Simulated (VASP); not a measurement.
Write the native input for VASP 6.6.1 that does the following.

* Task: single point
* Functional: PBEsol
* Potentials or basis: VASP PAW PBE potentials, release 64 (Sc_sv)
* Cutoff: 520 eV
* k mesh: 18 × 18 × 10
* Occupations: gaussian, width 0.15 eV
* Spin: no spin polarisation
* Dipole correction: no
* Further INCAR settings: ALGO = Fast; EDIFF = 1e-07; NBANDS = 18

The structure of Sc lies in POSCAR:

```
Sc
1.0
    3.3087978973      0.0000000000      0.0000000000
   -1.6543989486      2.8655030350      0.0000000000
    0.0000000000      0.0000000000      5.2943400000
Sc
2
Direct
    0.3333333333      0.6666666667      0.2500000000
    0.6666666667      0.3333333333      0.7500000000
```

This cell differs from its parent crystal: strain +0.0050 x Voigt [0, 0, 1, 0, 0, 0].

These files were run (other wordings do the same):

INCAR

```
PREC     = Accurate       # precision mode
ENCUT    = 520            # plane-wave cutoff, eV
EDIFF    = 1E-7           # SCF threshold, eV
ISMEAR   = 0              # smearing method
SIGMA    = 0.15           # smearing width, eV
LREAL    = F              # projectors in reciprocal space
LASPH    = T              # aspherical terms in the spheres
NELM     = 80             # most SCF steps
ALGO     = Fast           # electronic algorithm
ISIF     = 2              # what is computed and relaxed
LWAVE    = F              # write WAVECAR
LCHARG   = F              # write CHGCAR
GGA      = PS             # functional
NBANDS   = 18             # bands
```

KPOINTS

```
regular mesh
0
Gamma
  18 18 10
```

Potentials or basis: VASP PAW PBE potentials, release 64 (Sc_sv).

Run with:

```sh
$ cat potpaw_PBE.64/Sc_sv/POTCAR > POTCAR
$ mpirun -np 1 vasp_std > vasp.out
```

It gave:

| Item | Value |
| --- | --- |
| Pressure | -3.0 GPa |
| Band gap on the k mesh | zero (bands 11 and 12 overlap by 1.32 eV) |

Caveat: the cell differs from its parent crystal (strain +0.0050 x Voigt [0, 0, 1, 0, 0, 0]); the PAW data sets were made with another functional, which shifts forces and pressure a little.

Wall time 2.8 min on 1 thread of AMD EPYC 9R45 96-Core Processor (Zen 5) (shared host), peak memory 0.27 GiB.
